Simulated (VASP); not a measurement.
A run of VASP 6.6.1:

INCAR

```
ALGO = Normal ; EDIFF = 1E-6
ENCUT = 520 ; GGA = PS
ISIF = 2 ; ISMEAR = -1
LASPH = True ; LCHARG = False
LREAL = False ; LWAVE = False
NBANDS = 20 ; NELM = 80
PREC = Accurate ; SIGMA = 0.1
```

Contents of KPOINTS:

```
k-points
0
Gamma
  12 12 7
```

File POSCAR:

```
In
1.0
    3.2714850987      0.0000000000      0.0000000000
   -1.6357425493      2.8331892036      0.0000000000
    0.0000000000      0.0000000000      5.3207960295
In
2
Direct
    0.3333333333      0.6666666667      0.2500000000
    0.6666666667      0.3333333333      0.7500000000
```

Potentials or basis: VASP PAW PBE potentials, release 64 (In_d).

Command:

```sh
$ cat potpaw_PBE.64/In_d/POTCAR > POTCAR
$ mpirun -np 1 vasp_std > vasp.out
```

Hardware: 1 thread of Intel Xeon 8259CL (shared host).

Task: How long does it take, and how much memory?

Result: Wall time 54 s on 1 thread of Intel Xeon 8259CL, on a shared host, peak memory 0.19 GiB. Counts: scf iterations 11, k points 76.
